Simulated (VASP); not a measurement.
A run of VASP 6.6.1:

The input INCAR:

```
SYSTEM = K3Li
ALGO = Normal
EDIFF = 1E-7
EDIFFG = -0.03
ENCUT = 750
GGA = PS
GGA_COMPAT = .False.
IBRION = 2
ISIF = 3
ISMEAR = 0
LASPH = .True.
LCHARG = .False.
LREAL = .False.
LWAVE = .False.
NELM = 120
NELMIN = 4
NSW = 80
PREC = Accurate
SIGMA = 0.1
```

Contents of KPOINTS:

```
k-points
0
Gamma
  5 5 5
  0 0 0
```

The input POSCAR:

```
K3Li
1.0
    0.0000000000      4.1050000000      4.1050000000
    4.1050000000      0.0000000000      4.1050000000
    4.1050000000      4.1050000000      0.0000000000
Li K
1 3
Direct
    0.0000000000      0.0000000000      0.0000000000
    0.5000000000      0.5000000000      0.5000000000
    0.2500000000      0.2500000000      0.2500000000
    0.7500000000      0.7500000000      0.7500000000
```

Potentials or basis: VASP PAW PBE potentials, release 64 (Li_sv, K_sv).

The run is started by

```bash
$ cat potpaw_PBE.64/Li_sv/POTCAR potpaw_PBE.64/K_sv/POTCAR > POTCAR
$ mpirun -np 1 vasp_std > vasp.out
```

Hardware: 1 thread of Intel(R) Xeon(R) Platinum 8259CL CPU @ 2.50GHz (Skylake/Cascade Lake) (shared host).

Question: How long does it take, and how much memory?

Answer: Wall time 9 min on 1 thread of Intel(R) Xeon(R) Platinum 8259CL CPU @ 2.50GHz (Skylake/Cascade Lake), on a shared host, peak memory 0.42 GiB. Counts: scf iterations 63, k points 10, ion steps 5.
